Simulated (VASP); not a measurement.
# ZrC3 (I4/mmm) in VASP: further runs

Runs on ZrC3. Level: PBEsol. Tasks: single point, relaxation of the atoms.

Everything below comes from runs of VASP 6.6.1. Logs are shortened: lines on timing, memory, paths and dates and some standing lists are left out, and cuts for length are marked.

## (1) The cell of the first run

Symmetry: I4/mmm, No. 139, tetragonal system. Conventional cell: a = 3.237 Å, b = 3.237 Å, c = 7.117 Å, α = 90.00°, β = 90.00°, γ = 90.00°. Zr (site symmetry 4/mmm) has 12 C at 2.29 to 2.41 Å within 3.0 Å. Within 3.0 Å of C (site symmetry 4/mmm) lie 4 Zr at 2.29 Å and 8 C at 2.41 Å. Within 3.0 Å of C (site symmetry -4m2) lie 8 C at 2.29 to 2.41 Å and 4 Zr at 2.41 Å.

## (2) Single point, PBEsol

File INCAR:

```
ALGO = Normal
EDIFF = 1E-6
ENCUT = 520
GGA = PS
ISIF = 2
ISMEAR = -1
LASPH = True
LCHARG = False
LREAL = False
LWAVE = False
NBANDS = 20
NELM = 100
PREC = Accurate
SIGMA = 0.1
```

File KPOINTS:

```
k-points
0
Gamma
  8 8 8
```

File POSCAR:

```
ZrC3
1.0
    0.0000000000      3.2374910000      0.0000002275
    3.2374910000      0.0000000000      0.0000002275
    1.6187457500      1.6187457500     -3.5583047725
Zr C
1 3
Direct
    0.0000000000      0.0000000000      0.0000000000
    0.5000000000      0.5000000000      0.0000000000
    0.7500000000      0.2500000000      0.5000000000
    0.2500000000      0.7500000000      0.5000000000
```

Potentials or basis: VASP PAW PBE potentials, release 64 (Zr_sv, C).

Command:

```sh
cat potpaw_PBE.64/Zr_sv/POTCAR potpaw_PBE.64/C/POTCAR > POTCAR
mpirun -np 1 vasp_std > vasp.out
```

OUTCAR:

```text
EDIFF = 1E-6
   ENCUT = 520
   GGA = PS
   ISIF = 2
   ISMEAR = -1
   LASPH = True
   LREAL = False
   NELM = 100
   PREC = Accurate

 ion  position               nearest neighbor table
   1  0.000  0.000  0.000-   2 2.29   2 2.29   2 2.29   2 2.29   4 2.41   3 2.41   4 2.41   3 2.41
                             3 2.41   3 2.41   4 2.41   4 2.41
   2  0.500  0.500  0.000-   1 2.29   1 2.29   1 2.29   1 2.29
   3  0.750  0.250  0.500-   1 2.41   1 2.41   1 2.41   1 2.41
   4  0.250  0.750  0.500-   1 2.41   1 2.41   1 2.41   1 2.41

  LATTYP: Found a body centered tetragonal cell.
 ALAT       =     3.2374910000
 C/A-ratio  =     2.1981868058

  Lattice vectors:

 A1 = (  -1.6187457500,   1.6187452500,   3.5583050000)
 A2 = (   1.6187452500,  -1.6187457500,   3.5583050000)
 A3 = (   1.6187457500,   1.6187457500,  -3.5583047725)

Analysis of symmetry for initial positions (statically):
=====================================================================
 Subroutine PRICEL returns:
 Original cell was already a primitive cell.

 Routine SETGRP: Setting up the symmetry group for a
 body centered tetragonal supercell.

 Subroutine GETGRP returns: Found 16 space group operations
 (whereof 16 operations were pure point group operations)
 out of a pool of 16 trial point group operations.

The static configuration has the point symmetry D_4h.

Analysis of symmetry for dynamics (positions and initial velocities):
=====================================================================
 Subroutine PRICEL returns:
 Original cell was already a primitive cell.

 Routine SETGRP: Setting up the symmetry group for a
 body centered tetragonal supercell.

 Subroutine GETGRP returns: Found 16 space group operations
 (whereof 16 operations were pure point group operations)
 out of a pool of 16 trial point group operations.

The dynamic configuration has the point symmetry D_4h.

 Subroutine INISYM returns: Found 16 space group operations
 (whereof 16 operations are pure point group operations),
 and found     1 'primitive' translations

----------------------------------------------------------------------------------------

                                     Primitive cell

  volume of cell :      37.2958

  direct lattice vectors                    reciprocal lattice vectors
     0.000000000  3.237491000  0.000000227    -0.000000010  0.308881158  0.140516363
     3.237491000  0.000000000  0.000000227     0.308881158 -0.000000010  0.140516363
     1.618745750  1.618745750 -3.558304773     0.000000020  0.000000020 -0.281032683

  length of vectors
     3.237491000  3.237491000  4.231100148     0.339341153  0.339341153  0.281032683

  position of ions in fractional coordinates (direct lattice)
     0.000000000  0.000000000  0.000000000
     0.500000000  0.500000000  0.000000000
     0.750000000  0.250000000  0.500000000
     0.250000000  0.750000000  0.500000000

  ion indices of the primitive-cell ions
   primitive index   ion index
                 1           1
                 2           2
                 3           3
                 4           4

----------------------------------------------------------------------------------------

 KPOINTS: k-points

Automatic generation of k-mesh.
 Grid dimensions read from file:
 generate k-points for:    8    8    8

 Generating k-lattice:

  Cartesian coordinates                     Fractional coordinates (reciprocal lattice)
    -0.000000001  0.038610145  0.017564545     0.125000000 -0.000000000  0.000000000
     0.038610145 -0.000000001  0.017564545    -0.000000000  0.125000000  0.000000000
     0.000000002  0.000000002 -0.035129085     0.000000000  0.000000000  0.125000000

  Length of vectors
     0.042417644  0.042417644  0.035129085

  Shift w.r.t. Gamma in fractional coordinates (k-lattice)
     0.000000000  0.000000000  0.000000000

 Subroutine IBZKPT returns following result:
 ===========================================

 Found     59 irreducible k-points:

 Following reciprocal coordinates:
            Coordinates               Weight
  0.000000  0.000000  0.000000      1.000000
  0.125000 -0.000000  0.000000      8.000000
  0.250000 -0.000000  0.000000      8.000000
  0.375000 -0.000000  0.000000      8.000000
  0.500000 -0.000000  0.000000      4.000000
  0.125000  0.125000  0.000000      8.000000
[... 16 lines left out ...]
  0.250000 -0.000000  0.125000      4.000000
  0.375000 -0.000000  0.125000      8.000000
 [... further k-points ...]
   k-points           NKPTS =     59   k-points in BZ     NKDIM =     59   number of bands    NBANDS=     20
   number of dos      NEDOS =    301   number of ions     NIONS =      4
   total plane-waves  NPLWV =  18432
   dimension x,y,z NGX =    24 NGY =   24 NGZ =   32
   dimension x,y,z NGXF=    48 NGYF=   48 NGZF=   64
   ions per type =               1   3
   NGX,Y,Z   is equivalent  to a cutoff of  12.32, 12.32, 12.57 a.u.
   NGXF,Y,Z  is equivalent  to a cutoff of  24.65, 24.65, 25.15 a.u.
 SYSTEM =  unknown system
   PREC   = accura    normal or accurate (medium, high low for compatibility)
   ISTART =      0    job   : 0-new  1-cont  2-samecut
   ICHARG =      2    charge: 1-file 2-atom 10-const
   ISPIN  =      1    spin polarized calculation?
   LNONCOLLINEAR =      F non collinear calculations
   LSORBIT =      F    spin-orbit coupling
   LASPH  =      T    aspherical Exc in radial PAW
   ENCUT  =  520.0 eV  38.22 Ry    6.18 a.u.   6.02  6.02  7.87*2*pi/ulx,y,z
   NELM   =    100;   NELMIN=  2; NELMDL= -5     # of ELM steps
   EDIFF  = 0.1E-05   stopping-criterion for ELM
   LREAL  =      F    real-space projection
   EDIFFG = 0.1E-04   stopping-criterion for IOM
   NSW    =      0    number of steps for IOM
   IBRION =     -1    ionic relax: 0-MD 1-quasi-New 2-CG
   NFREE  =      0    steps in history (QN), initial steepest desc. (CG)
   ISIF   =      2    stress and relaxation
   ISYM   =      2    0-nonsym 1-usesym 2-fastsym
   POTIM  = 0.5000    time-step for ionic-motion
   TEBEG  =    0.0;   TEEND  =   0.0 temperature during run
   PSTRESS=    0.0 pullay stress
   NELECT =      24.0000    total number of electrons
   NUPDOWN=      -1.0000    fix difference up-down
   EMIN   =  10.00;   EMAX   =-10.00  energy-range for DOS
   EFERMI =   0.00;   METHOD = LEGACY
   ISMEAR =    -1;   SIGMA  =   0.10  broadening in eV -4-tet -1-fermi 0-gaus
   EFERMI_NEDOS =   21; number of points for ismear=-14 and -15
   IALGO  =     38    algorithm
   IMIX   =      4    mixing-type and parameters
     AMIX     =   0.40;   BMIX     =  1.00
     AMIX_MAG =   1.60;   BMIX_MAG =  1.00
  volume/ion in A,a.u.               =       9.32        62.92
  Fermi-wavevector in a.u.,A,eV,Ry     =   1.413378  2.670898 27.179525  1.997639
  Thomas-Fermi vector in A             =   2.535030
   LORBIT       =      0    0 simple, 1 ext, 2 COOP (PROOUT), +10 PAW based schemes
   GGA     = PS    functional components
   LHFCALC =     F    Hartree Fock is set to
   AEXX    =    0.0000 exact exchange contribution
   IVDW    =     0    specifies the selected vdW correction
   LEPSILON=     F    determine dielectric tensor
   LRPA    =     F    only Hartree local field effects (RPA)
 non-spin polarized calculation
  energy-cutoff  :      520.00
  volume of cell :       37.30
 maximum number of plane-waves:      1017
   NGX = 13   NGY = 13   NGZ = 15

 number of electron      24.0000001 magnetization

 Free energy of the ion-electron system (eV)
  ---------------------------------------------------
  ext. energy  EPLUGINS =         0.00000000
  ---------------------------------------------------
  free energy    TOTEN  =       -30.95103097 eV

  energy without entropy =      -30.88440602  energy(sigma->0) =      -30.91771850

 E-fermi :   9.7392     XC(G=0): -12.9289

 val. band max:        9.7093662698   @ k =  -0.1250  -0.2500   0.2500
 cond. band min:       9.7516716828   @ k =  -0.3750  -0.3750   0.1250
 fundamental gap:      0.0423054130
 Fermi energy:         9.7391500674

 k-point     1 :       0.0000    0.0000    0.0000
  band No.  band energies     occupation
      1     -38.0993      2.00000
      2     -16.3444      2.00000
      3     -16.1077      2.00000
      4     -16.1077      2.00000
      5      -5.3564      2.00000
      6       1.4963      2.00000
[... 12 lines left out ...]
     19      16.9127      0.00000
     20      16.9499      0.00000

 k-point     2 :       0.1250   -0.0000    0.0000
  band No.  band energies     occupation
      1     -38.0908      2.00000
      2     -16.3468      2.00000
      3     -16.2237      2.00000
      4     -16.0960      2.00000
      5      -5.0522      2.00000
      6       1.4567      2.00000
[... 12 lines left out ...]
     19      16.4994      0.00000
     20      16.8327      0.00000

 k-point     3 :       0.2500   -0.0000    0.0000
  band No.  band energies     occupation
      1     -38.0701      2.00000
      2     -16.5023      2.00000
      3     -16.3401      2.00000
      4     -16.0675      2.00000
      5      -4.2271      2.00000
      6       0.7524      2.00000
[... 12 lines left out ...]
     19      16.7713      0.00000
     20      16.8097      0.00000

 k-point     4 :       0.3750   -0.0000    0.0000
  band No.  band energies     occupation
      1     -38.0494      2.00000
      2     -16.7556      2.00000
      3     -16.3417      2.00000
      4     -16.0387      2.00000
      5      -3.0894      2.00000
      6      -0.5375      2.00000
[... 429 lines left out ...]
 k-point    23 :       0.2500   -0.0000    0.1250
  band No.  band energies     occupation
      1     -38.0710      2.00000
      2     -16.4921      2.00000
      3     -16.3208      2.00000
      4     -16.0645      2.00000
      5      -4.4025      2.00000
      6       1.1453      2.00000
[... 12 lines left out ...]
     19      16.6699      0.00000
     20      16.9218      0.00000

 k-point    24 :       0.3750   -0.0000    0.1250
  band No.  band energies     occupation
      1     -38.0503      2.00000
      2     -16.7475      2.00000
      3     -16.3215      2.00000
      4     -16.0357      2.00000
      5      -3.3331      2.00000
      6      -0.3077      2.00000
[... 12 lines left out ...]
     19      17.1374      0.00000
     20      17.5966      0.00000

 [... further k-points ...]

------------------------ aborting loop because EDIFF is reached ----------------------------------------

  FORCE on cell =-STRESS in cart. coord.  units (eV):
  Direction    XX          YY          ZZ          XY          YZ          ZX
  --------------------------------------------------------------------------------------
  -------------------------------------------------------------------------------------
  Total       -0.4258436     -0.4258436      4.8162474      0.0000000     -0.0000004     -0.0000004
  in kB      -18.2936497    -18.2936497    206.8993169      0.0000000     -0.0000158     -0.0000158
  external PRESSURE =      56.7706725 kB  Pullay stress =       0.0000000 kB

 VOLUME and BASIS-vectors are now :
 -----------------------------------------------------------------------------
  energy-cutoff  :      520.00
  volume of cell :       37.30
      direct lattice vectors                 reciprocal lattice vectors
     0.000000000  3.237491000  0.000000227    -0.000000010  0.308881158  0.140516363
     3.237491000  0.000000000  0.000000227     0.308881158 -0.000000010  0.140516363
     1.618745750  1.618745750 -3.558304773     0.000000020  0.000000020 -0.281032683

 POSITION                                       TOTAL-FORCE (eV/Angst)
 -----------------------------------------------------------------------------------
      0.00000      0.00000      0.00000        -0.000000      0.000000     -0.000000
      1.61875      1.61875      0.00000        -0.000000      0.000000     -0.000000
      1.61875      3.23749     -1.77915         0.000000      0.000000     -0.000000
      3.23749      1.61875     -1.77915        -0.000000     -0.000000      0.000000
 -----------------------------------------------------------------------------------
    total drift:                               -0.000000      0.000000      0.000000

  FREE ENERGIE OF THE ION-ELECTRON SYSTEM (eV)
  ---------------------------------------------------
  free  energy   TOTEN  =       -30.9510309707 eV

  energy  without entropy=      -30.8844060219  energy(sigma->0) =      -30.91771850
```

Run time: 24 s. Hardware: 1 thread of Intel Xeon Platinum 8259CL at 2.50GHz (Skylake/Cascade Lake), shared host; peak memory 0.17 GiB.

What came out:

| Item | Value |
| --- | --- |
| Free energy | -30.9510 eV |
| Pressure | 5.7 GPa |
| Band gap on the k mesh | zero (bands 12 and 13 overlap by 1.83 eV) |

Levels at points of the mesh, in eV from the Fermi level:
| k point | band 9 | band 10 | band 11 | band 12 | band 13 | band 14 | band 15 | band 16 |
| --- | --- | --- | --- | --- | --- | --- | --- | --- |
| (0.00, 0.00, 0.00) | -4.35 | -4.35 | -3.86 | -0.60 | -0.60 | 3.33 | 3.69 | 4.72 |
| (0.50, 0.00, 0.00) | -4.26 | -1.75 | -0.71 | -0.24 | -0.18 | 0.04 | 1.17 | 3.35 |
| (0.50, 0.50, 0.00) | -4.83 | -3.67 | -3.66 | 0.16 | 1.87 | 3.71 | 4.25 | 5.57 |
| (0.00, 0.00, 0.50) | -3.59 | -1.20 | 0.84 | 1.23 | 1.23 | 1.78 | 1.78 | 1.91 |

Caveat: the stress differs along the axes, from -2 to 21 GPa; the PAW data sets were made with another functional, which shifts forces and pressure a little.

## (3) Relaxation of the atoms, PBEsol

File INCAR:

```
PREC = Accurate
ENCUT = 520
EDIFF = 1E-7
ISMEAR = -1
SIGMA = 0.1
LREAL = False
LASPH = True
NELM = 80
ALGO = Normal
ISIF = 2
LWAVE = False
LCHARG = False
GGA = PS
IBRION = 2
NSW = 60
EDIFFG = -0.01
```

File KPOINTS:

```
regular mesh
0
Gamma
  8 8 8
```

File POSCAR:

```
ZrC3
1.0
    0.0000000000      3.2374910000      0.0000000000
    3.2374910000      0.0000000000      0.0000000000
    1.6187460000      1.6187460000     -3.5583050000
Zr C
1 3
Direct
    0.0000000000      0.0000000000      0.0000000000
    0.5000000000      0.5000000000      0.0000000000
    0.7500000000      0.2500000000      0.5000000000
    0.2500000000      0.7500000000      0.5000000000
```

Potentials or basis: VASP PAW PBE potentials, release 64 (Zr_sv, C).

Command:

```sh
cat potpaw_PBE.64/Zr_sv/POTCAR potpaw_PBE.64/C/POTCAR > POTCAR
mpirun -np 1 vasp_std > vasp.out
```

Run time: 23 s. Hardware: 1 thread of Intel Xeon Platinum 8259CL at 2.50GHz (Skylake/Cascade Lake), shared host; peak memory 0.16 GiB.

Results (log left out):

* Free energy: -30.9510 eV
* Pressure after relaxing: 5.7 GPa
* Band gap on the k mesh: zero (bands 12 and 13 overlap by 1.83 eV)

Stress tensor (GPa, compression positive):
```
-1.84  0.00  0.00
 0.00 -1.84  0.00
 0.00  0.00 20.67
```

Final structure:
```
CELL_PARAMETERS angstrom
0.00000 3.23749 0.00000
3.23749 0.00000 0.00000
1.61875 1.61875 -3.55830
ATOMIC_POSITIONS crystal
Zr 0.00000 0.00000 0.00000
C 0.50000 0.50000 0.00000
C 0.75000 0.25000 0.50000
C 0.25000 0.75000 0.50000
```

Levels at points of the mesh, in eV from the Fermi level:
```
           k point  band 9  band 10  band 11  band 12  band 13  band 14  band 15  band 16
(0.00, 0.00, 0.00)   -4.35    -4.35    -3.86    -0.60    -0.60     3.33     3.69     4.72
(0.50, 0.00, 0.00)   -4.26    -1.75    -0.71    -0.24    -0.18     0.04     1.17     3.35
(0.50, 0.50, 0.00)   -4.83    -3.67    -3.66     0.16     1.87     3.71     4.25     5.57
(0.00, 0.00, 0.50)   -3.59    -1.20     0.84     1.23     1.23     1.78     1.78     1.91
```

Caveat: the PAW data sets were made with another functional, which shifts forces and pressure a little.

The gap in the log of VASP goes by the Fermi energy; the results here count the filled bands.